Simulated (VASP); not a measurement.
A run of VASP 6.6.1 is set up as follows.

INCAR

```
SYSTEM = Pd
PREC = Accurate ; ENCUT = 520
EDIFF = 1E-7 ; ISMEAR = 0
SIGMA = 0.1 ; LREAL = .FALSE.
LASPH = .TRUE. ; NELM = 100
ALGO = Normal ; ISIF = 2
LWAVE = .FALSE. ; LCHARG = .FALSE.
GGA = PE ; NBANDS = 44
```

Contents of KPOINTS:

```
regular mesh
0
G
  2 2 2
  0 0 0
```

File POSCAR:

```
Pd
1.0
    0.0000000000      3.8930000000      3.8930000000
    3.8930000000      0.0000000000      3.8930000000
    3.8930000000      3.8930000000      0.0000000000
Pd
7
Direct
    0.0000000000      0.0000000000      0.2500000000
    0.0115791164      0.5404956332     -0.0260373748
   -0.0115791164      0.4595043668      0.5260373748
    0.5404956332      0.0115791164     -0.0260373748
    0.4595043668     -0.0115791164      0.5260373748
    0.5000000000      0.5000000000      0.0117780632
    0.5000000000      0.5000000000      0.4882219368
```

Potentials or basis: VASP PAW PBE potentials, release 64 (Pd).

Run with:

```console
$ cat potpaw_PBE.64/Pd/POTCAR > POTCAR
$ mpirun -np 1 vasp_std > vasp.out
```

(1) What does it give for the largest force?

(2) Predict the band gap on the k mesh.

(3) What does it give for the pressure?

## Answers

(1) 0.005 eV/Å.

(2) zero (band 35 reaches 8.07 eV, above the bottom of band 36 at 7.82 eV).

(3) -3.1 GPa.

Caveat: the k points lie up to 0.70 Å⁻¹ apart.
